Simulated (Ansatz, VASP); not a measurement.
Bi in VASP and in Ansatz

```
Bi
1.0
     3.40358    0.00000    0.00000
     0.00000    3.40358    0.00000
     0.00000    0.00000    3.40358
Bi
1
Direct
  0.00000 0.00000 0.00000
```

Alike in both runs: task single point; functional PBE; k mesh 16 × 16 × 16; occupations fermi-dirac, width 0.1 eV; no spin polarisation.

```csv
,VASP,Ansatz
version,VASP 6.6.1,Ansatz 0.2.0
potentials or method,"VASP PAW PBE potentials, release 64 (Bi_d), cutoff 520 eV","plane waves (420 eV) with PAW, scalar-relativistic"
valence electrons in the cell,15,15
```

```tsv
	VASP	Ansatz	Ansatz less VASP
pressure (GPa)	-4.0	-4.0	+0.01
```

Spin-orbit coupling is off throughout.
